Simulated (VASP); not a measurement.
Runs of VASP 6.6.1 on SnC3. The structure is that of space group R3m (No. 160), or close to it. The cells are those of the table. 

```csv
level,cell,k mesh,gap on the mesh (eV),pressure (GPa),largest force (eV/Å)
PBE,"a = 5.479 Å, angles 33.2°, 4 atoms",10 × 10 × 10,none,(d),(a)
r2SCAN,"a = 5.423 Å, angles 33.2°, 4 atoms",8 × 8 × 8,0.13,6.6,0.40
r2SCAN,"a = 5.533 Å, angles 33.2°, 4 atoms",8 × 8 × 8,none,-4.8,0.26
r2SCAN,"a = 5.479 Å, angles 33.2°, 4 atoms",8 × 8 × 8,none,0.4,(b)
PBE,"a = 5.400 Å, angles 33.1°, 4 atoms",8 × 8 × 8,0.29,12.6,0.81
PBE,"a = 5.567 Å, angles 33.1°, 4 atoms",8 × 8 × 8,none,-4.8,(c)
PBE,"a = 5.621 Å, angles 33.1°, 4 atoms",8 × 8 × 8,none,-8.9,0.52
r2SCAN,"a = 5.479 Å, angles 33.2°, 4 atoms",10 × 10 × 10,none,0.4,0.04
```

Alike in all rows: task single point; potentials or basis VASP PAW PBE potentials, release 64 (C, Sn_d); no spin polarisation; cutoff (eV) 520; smearing fermi-dirac 0.02 eV.

Fill in the values left out.

(a) 0.21; (b) 0.05; (c) 0.25; (d) 2.7.

Caveats: spin-orbit coupling is left out, which moves the levels of the heavy elements; the PAW data sets were made with another functional, which shifts forces and pressure a little (some runs).

A k mesh can miss the band edges, and the runs leave out spin-orbit coupling on Sn.

A gap of «none» marks levels without a gap at the run's occupations.
